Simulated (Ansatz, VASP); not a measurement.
Two plane-wave programs on YB3N4

```
B Y N
1.0
     2.77878    0.00000    0.00000
    -1.38939    2.40649    0.00000
     0.00000    0.00000    9.76967
B Y N
3 1 4
Direct
  0.33333 0.66667 0.04110
  0.33333 0.66667 0.46874
  0.66667 0.33333 0.25536
  0.66667 0.33333 0.75420
  0.33333 0.66667 0.20255
  0.33333 0.66667 0.62275
  0.66667 0.33333 0.41565
  0.66667 0.33333 0.98966
```

Alike in both runs: task single point; functional PBE; k mesh 12 × 12 × 4; occupations fermi-dirac, width 0.02 eV; no spin polarisation.

```csv
,VASP,Ansatz
version,VASP 6.6.1,Ansatz 0.2.0
potentials or method,"VASP PAW PBE potentials, release 64 (B, Y_sv, N)","plane waves, PAW"
plane-wave cutoff (eV),520,420
valence electrons in the cell,40,40
```

```csv
,VASP,Ansatz,Ansatz less VASP
pressure (GPa),3.1,3.2,+0.16
"traceless stress, the component that is largest in VASP (GPa)",0.81,0.71,-0.100
rms of the force components (eV/Å),0.097,0.093,-0.0034
```

Atom by atom the forces differ by 0.011 eV/Å (rms over components).
